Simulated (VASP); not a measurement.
Runs of VASP 6.6.1 on K. The structure is that of space group P6_3/mmc (No. 194), or close to it. The cells are those of the table. This isn't the form of K at room conditions, which is bcc.

```tsv
level	cell	smearing	gap on the mesh (eV)	pressure (GPa)
PBEsol	a = 3.439, b = 3.439, c = 5.571 Å, angles 90.0, 90.0, 120.0°, 2 atoms	fermi-dirac 0.05 eV	none	16.3
PBEsol	a = 3.937, b = 3.937, c = 6.377 Å, angles 90.0, 90.0, 120.0°, 2 atoms	gaussian 0.025 eV	none	4.8
PBEsol	a = 3.937, b = 3.937, c = 6.377 Å, angles 90.0, 90.0, 120.0°, 2 atoms	fermi-dirac 0.05 eV	none	4.8
PBEsol+D3(BJ)	a = 3.937, b = 3.937, c = 6.377 Å, angles 90.0, 90.0, 120.0°, 2 atoms	fermi-dirac 0.05 eV	none	(b)
PBEsol	a = 3.704, b = 3.704, c = 6.001 Å, angles 90.0, 90.0, 120.0°, 2 atoms	fermi-dirac 0.05 eV	none	9.0
PBEsol	a = 4.333, b = 4.333, c = 7.019 Å, angles 90.0, 90.0, 120.0°, 2 atoms	fermi-dirac 0.05 eV	none	(a)
PBEsol	a = 4.506, b = 4.506, c = 7.300 Å, angles 90.0, 90.0, 120.0°, 2 atoms	fermi-dirac 0.05 eV	none	0.4
```

Alike in all rows: task single point; potentials or basis VASP PAW PBE potentials, release 64 (K_sv); no spin polarisation; k mesh 10 × 10 × 5; cutoff (eV) 520.

**Question.** Estimate the missing entries.

**Answer.** (a) 1.2; (b) 4.0.

Caveats: the PAW data sets were made with another functional, which shifts forces and pressure a little; the cell stands under pressure (at least some runs); three body term missing (at least some runs).

A gap of «none» marks levels without a gap at the run's occupations.
